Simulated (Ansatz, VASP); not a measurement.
# Two plane-wave programs on CuO

File INCAR:

```
PREC = Accurate ; ENCUT = 520
EDIFF = 1E-7 ; ISMEAR = -1
SIGMA = 0.05 ; LREAL = F
LASPH = T ; NELM = 80
ALGO = Normal ; ISIF = 2
LWAVE = F ; LCHARG = F
GGA = CA ; NBANDS = 25
```

KPOINTS

```
regular mesh
0
Gamma
  10 10 5
```

POSCAR

```
CuO
1.0
    0.1933224861     -2.2148930761     -2.0832159224
   -2.0593359987      0.1083799591     -1.9982733954
    2.4299416557      2.3306711520     -4.4755324069
Cu O
2 2
Direct
    0.4562322400      0.5306856300      0.4854117400
    0.9742842800      0.9858673900      0.0243612000
    0.8016626700      0.7447211200      0.7392802400
    0.2678208100      0.2387258700      0.2509468100
```

The input input.yaml:

```yaml
crystal:
  lattice:
    - [0.1933224861, -2.2148930761, -2.0832159224]
    - [-2.0593359987, 0.1083799591, -1.9982733954]
    - [2.4299416557, 2.330671152, -4.4755324069]
  atoms:
    - { symbol: Cu, position: [0.45623224, 0.53068563, 0.48541174] }
    - { symbol: Cu, position: [0.97428428, 0.98586739, 0.0243612] }
    - { symbol: O, position: [0.80166267, 0.74472112, 0.73928024] }
    - { symbol: O, position: [0.26782081, 0.23872587, 0.25094681] }
hamiltonian:
  xc: lda
  pseudopotentials: { kind: paw }
kpoints:
  mp_grid: { grid: [10, 10, 5] }
scf:
  occupations: { method: fermi_dirac, width: 0.05 }
output:
  forces: true
  stress: true
  eigenvalues: true
  write_density: true
  write_potential: true
  elf: true
  volumetric_format: npy
```

Alike in both runs: task single point; functional LDA; k mesh 10 × 10 × 5; occupations fermi-dirac, width 0.05 eV; no spin polarisation.

|  | VASP | Ansatz |
| --- | --- | --- |
| version | VASP 6.6.1 | Ansatz 0.2.0 |
| potentials or method | VASP PAW LDA potentials, release 64 (Cu, O) | Ansatz PAW |
| plane-wave cutoff (eV) | 520 | 420 |
| valence electrons in the cell | 34 | 50 |

|  | VASP | Ansatz | Ansatz less VASP |
| --- | --- | --- | --- |
| gap on the k mesh at the Fermi level (eV) | none | none | - |
| pressure (GPa) | -24.4 | -24.7 | -0.38 |
| traceless stress, the component that is largest in VASP (GPa) | 7.82 | 7.82 | -0.004 |
| rms of the force components (eV/Å) | 0.486 | 0.479 | -0.0074 |

LDA's correlation is that of Perdew and Zunger in VASP and of Perdew and Wang (1992) in Ansatz. Atom by atom the forces differ by 0.013 eV/Å (rms over components). A gap of «none» marks a metal or a gap that the smearing closes. VASP's potentials hold 34 valence electrons a cell and Ansatz's 50, so a difference there can come from the potentials and not from the codes.
